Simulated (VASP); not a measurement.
Set up this calculation in VASP 6.6.1, as the native input.

```yaml
Task: single point
Functional: PBEsol
Dispersion: D3(BJ)
Potentials_or_basis: VASP PAW PBE potentials, release 64 (Hf_pv)
Cutoff: 500 eV
k_mesh: 7 × 7 × 7
Occupations: gaussian, width 0.1 eV
Spin: no spin polarisation
Dipole_correction: no
Further_INCAR_settings: ALGO = Normal; EDIFF = 1e-06; NBANDS = 11
```

The structure of Hf lies in POSCAR:

```
Hf
1.0
   -1.7750000000      1.7750000000      1.7750000000
    1.7750000000     -1.7750000000      1.7750000000
    1.7750000000      1.7750000000     -1.7750000000
Hf
1
Direct
    0.0000000000      0.0000000000      0.0000000000
```

This isn't the form of Hf at room conditions, which is hcp.

These files were run (other wordings do the same):

INCAR

```
SYSTEM = Hf
ALGO = Normal
EDIFF = 1E-6
ENCUT = 500
GGA = PS
GGA_COMPAT = .FALSE.
ISIF = 2
ISMEAR = 0
IVDW = 12
LASPH = .TRUE.
LCHARG = .TRUE.
LELF = .TRUE.
LREAL = .FALSE.
LVHAR = .TRUE.
LWAVE = .FALSE.
NBANDS = 11
NELM = 120
PREC = Accurate
SIGMA = 0.1
```

KPOINTS

```
k-points
0
G
  7 7 7
  0 0 0
```

Potentials or basis: VASP PAW PBE potentials, release 64 (Hf_pv).

Run with:

```bash
$ cat potpaw_PBE.64/Hf_pv/POTCAR > POTCAR
$ mpirun -np 1 vasp_std > vasp.out
```

Results of the run:

```
Pressure                   : -7.2 GPa
Band gap on the k mesh     : zero (bands 5 and 6 overlap by 1.99 eV)
Dispersion energy per atom : -0.513 eV
```

Caveat: three body term missing; the cell stands under tension; the PAW data sets were made with another functional, which shifts forces and pressure a little; spin-orbit coupling is left out, which moves the levels of the heavy elements.

Wall time 8.2 s on 1 thread of Intel(R) Xeon(R) Platinum 8375C CPU @ 2.90GHz (Ice Lake), with other jobs on the host, peak memory 0.14 GiB.
